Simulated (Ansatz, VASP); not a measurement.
# One calculation of InSe, two programs

```xyz
8
Lattice="4.0061 0.0000 0.0000 -2.0030 3.4693 0.0000 0.0000 0.0000 16.9918" Properties=species:S:1:pos:R:3 pbc="T T T"
In    0.0000    2.3129    2.8597
In    2.0030    1.1564   11.3556
In    0.0000    2.3129    5.6362
In    2.0030    1.1564   14.1321
Se    0.0000    2.3129   10.0769
Se    2.0030    1.1564    1.5810
Se    0.0000    2.3129   15.4109
Se    2.0030    1.1564    6.9150
```

Alike in both runs: functional PBEsol; k mesh 12 × 12 × 2; occupations gaussian, width 0.02 eV; no spin polarisation.

Ansatz relaxed the structure, and its values are those at the end. VASP's run is a single point on that final structure, the one shown.

|  | VASP | Ansatz |
| --- | --- | --- |
| version | VASP 6.6.1 | Ansatz 0.2.0 |
| potentials or method | VASP PAW PBE potentials, release 64 (In_d, Se), cutoff 520 eV | scalar-relativistic, plane waves, PAW |
| valence electrons in the cell | 76 | 116 |

|  | VASP | Ansatz | Ansatz less VASP |
| --- | --- | --- | --- |
| gap on the k mesh at the Fermi level (eV) | 0.42 | 0.43 | +0.012 |
| least direct gap on the mesh (eV) | 0.42 | 0.43 | +0.012 |
| pressure (GPa) | 0.1 | 0.0 | -0.06 |
| rms of the force components (eV/Å) | 0.011 | 0.000 | -0.0104 |

VASP's potentials were made for PBE, not for PBEsol. With one functional, cell and mesh, what is left measures potentials, basis and numerics. VASP's potentials hold 76 valence electrons a cell and Ansatz's 116, so a difference there can come from the potentials and not from the codes.
